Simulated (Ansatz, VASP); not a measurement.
## One calculation of KI, two programs

```
I K
1.0
     0.00000    3.53277    3.53277
     3.53277    0.00000    3.53277
     3.53277    3.53277    0.00000
I K
1 1
Direct
  0.50000 0.50000 0.50000
  0.00000 0.00000 0.00000
```

Alike in both runs: functional r2SCAN0; k mesh 4 × 4 × 4; occupations fermi-dirac, width 0.05 eV; no spin polarisation.

|  | VASP | Ansatz |
| --- | --- | --- |
| version | VASP 6.6.1 | Ansatz 0.2.0 |
| potentials or method | VASP PAW PBE potentials, release 64 (I, K_sv) | Ansatz PAW |
| plane-wave cutoff (eV) | 520 | 500 |
| valence electrons in the cell | 16 | 26 |
| task | single point | projected density of states |

|  | VASP | Ansatz | Ansatz less VASP |
| --- | --- | --- | --- |
| gap on the k mesh at the Fermi level (eV) | 6.00 | 5.99 | -0.009 |
| least direct gap on the mesh (eV) | 6.00 | 5.99 | -0.009 |
| pressure (GPa) | 0.0 | 0.1 | +0.04 |

VASP's potentials were made for PBE, not for r2SCAN0. The functional is the same, so the differences come from potentials, cutoffs and numerics. VASP's potentials hold 16 valence electrons a cell and Ansatz's 26, so a difference there can come from the potentials and not from the codes.

Neither program's run includes spin-orbit coupling.
